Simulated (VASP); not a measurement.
## TePb: single point with r2SCAN

Crystal: TePb.

```
CELL_PARAMETERS angstrom
0.00000 3.23100 3.23100
3.23100 0.00000 3.23100
3.23100 3.23100 0.00000
ATOMIC_POSITIONS crystal
Te 0.50000 0.50000 0.50000
Pb 0.00000 0.00000 0.00000
```

| Item | Value |
| --- | --- |
| Program | VASP 6.6.1 |
| Task | single point |
| Functional | r2SCAN |
| Potentials or basis | VASP PAW PBE potentials, release 64 (Te, Pb_d) |
| Cutoff | 520 eV |
| k mesh | 2 × 2 × 2 |
| Occupations | gaussian, width 0.01 eV |
| Spin | no spin polarisation |
| Dipole correction | no |
| Further INCAR settings | ALGO = Normal; EDIFF = 1e-06; NBANDS = 17 |

| Property | Result |
| --- | --- |
| Pressure | 8.8 GPa |
| Band gap on the k mesh | 0.96 eV, direct |

Levels at points of the mesh, in eV from the valence-band top:
```tsv
k point	band 7	band 8	band 9	band 10	band 11	band 12	band 13	band 14
(0.00, 0.00, 0.00)	-5.71	-1.36	-1.36	-1.36	4.22	4.22	4.22	6.10
(0.50, 0.00, 0.00)	-9.12	-0.84	-0.84	0.00	0.96	1.27	1.27	8.92
(0.50, 0.50, 0.00)	-7.71	-4.67	-2.90	-2.90	3.47	5.78	5.78	7.23
```

It took 27 s on 1 thread of Intel(R) Xeon(R) Platinum 8375C CPU @ 2.90GHz (Ice Lake), on a shared host, peak memory 0.21 GiB.

Caveat: the k points lie up to 0.84 Å⁻¹ apart; the PAW data sets were made with another functional, which shifts forces and pressure a little; spin-orbit coupling is left out, which moves the levels of the heavy elements. A k mesh can miss the band edges.
